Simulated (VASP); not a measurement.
Input of a VASP 6.6.1 run:

File POSCAR:

```
TaN
1.0
    0.0000000000      2.1790000000      2.1790000000
    2.1790000000      0.0000000000      2.1790000000
    2.1790000000      2.1790000000      0.0000000000
Ta N
1 1
Direct
    0.5000000000      0.5000000000      0.5000000000
    0.0000000000      0.0000000000      0.0000000000
```

The input INCAR.step1:

```
SYSTEM = TaN
PREC = Accurate ; ENCUT = 520
ISMEAR = 0 ; SIGMA = 0.1
LREAL = .FALSE. ; LASPH = .TRUE.
NELM = 80 ; NBANDS = 15
GGA = PE ; ALGO = Normal
EDIFF = 1E-4 ; LWAVE = .TRUE.
LCHARG = .FALSE.
```

The input INCAR.step2:

```
SYSTEM = TaN
PREC = Accurate ; ENCUT = 520
EDIFF = 1E-6 ; ISMEAR = 0
SIGMA = 0.1 ; LREAL = .FALSE.
LASPH = .TRUE. ; NELM = 80
ALGO = Normal ; ISIF = 2
LWAVE = .FALSE. ; LCHARG = .FALSE.
METAGGA = R2SCAN ; LMIXTAU = .TRUE.
NBANDS = 15 ; ISTART = 1
```

File KPOINTS:

```
regular mesh
0
G
  8 8 8
  0 0 0
```

Potentials or basis: VASP PAW PBE potentials, release 64 (Ta_pv, N).

Run with:

```sh
$ cat potpaw_PBE.64/Ta_pv/POTCAR potpaw_PBE.64/N/POTCAR > POTCAR
$ cp INCAR.step1 INCAR
$ mpirun -np 1 vasp_std > vasp.out
$ cp INCAR.step2 INCAR
$ mpirun -np 1 vasp_std > vasp.out
```

**Question.** Estimate the band gap on the k mesh.

**Answer.** Zero (band 8 reaches 11.94 eV, above the bottom of band 9 at 7.68 eV).

**Question.** Predict the pressure.

**Answer.** 12.1 GPa.

Caveat: the PAW data sets were made with another functional, which shifts forces and pressure a little; spin-orbit coupling is left out, which moves the levels of the heavy elements.
